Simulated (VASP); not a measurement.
Input of a VASP 6.6.1 run:

INCAR

```
ALGO = Normal
EDIFF = 1E-6
EDIFFG = -0.04
ENCUT = 600
GGA = PE
IBRION = 2
ISIF = 3
ISMEAR = 0
LASPH = True
LCHARG = False
LREAL = False
LWAVE = False
NELM = 100
NSW = 90
PREC = Accurate
SIGMA = 0.1
```

Contents of KPOINTS:

```
k-points
0
Gamma
  6 6 2
```

The input POSCAR:

```
Zr2TiC3
1.0
    3.4424098100      0.0000000000      0.0000000000
   -1.7212049100      2.9812143500      0.0000000000
    0.0000000000      0.0000000000      8.4321475300
Zr Ti C
2 1 3
Direct
    0.3333333300      0.6666666700      0.6666666700
    0.6666666700      0.3333333300      0.3333333300
    0.0000000000      0.0000000000      0.0000000000
    0.6666666700      0.3333333300      0.8333333300
    0.3333333300      0.6666666700      0.1666666700
    0.0000000000      0.0000000000      0.5000000000
```

Potentials or basis: VASP PAW PBE potentials, release 64 (Zr_sv, Ti_sv, C).

Launch:

```console
$ cat potpaw_PBE.64/Zr_sv/POTCAR potpaw_PBE.64/Ti_sv/POTCAR potpaw_PBE.64/C/POTCAR > POTCAR
$ mpirun -np 1 vasp_std > vasp.out
```

Estimate the space group after relaxing (to 0.1 Å).

P-3m1 (No. 164).

What does it give for the band gap on the k mesh?

Zero (bands 24 and 25 overlap by 0.99 eV).

What does it give for the relaxed cell?

a = 3.256 Å, b = 3.256 Å, c = 7.914 Å, α = 90.00°, β = 90.00°, γ = 120.00°.

Estimate the relaxed volume.

12.11 Å³/atom.

Forces on the atoms (eV/Å):
```
Zr   0.000  0.000  0.035
Zr   0.000  0.000 -0.035
Ti   0.000  0.000  0.000
C    0.000  0.000 -0.017
C    0.000  0.000  0.017
C    0.000  0.000  0.000
```

Caveat: the k points lie up to 0.40 Å⁻¹ apart in the final cell, too coarse for converged energies and pressures of a metal; the volume moved by over 15 % at a fixed basis, so the end points are rough.
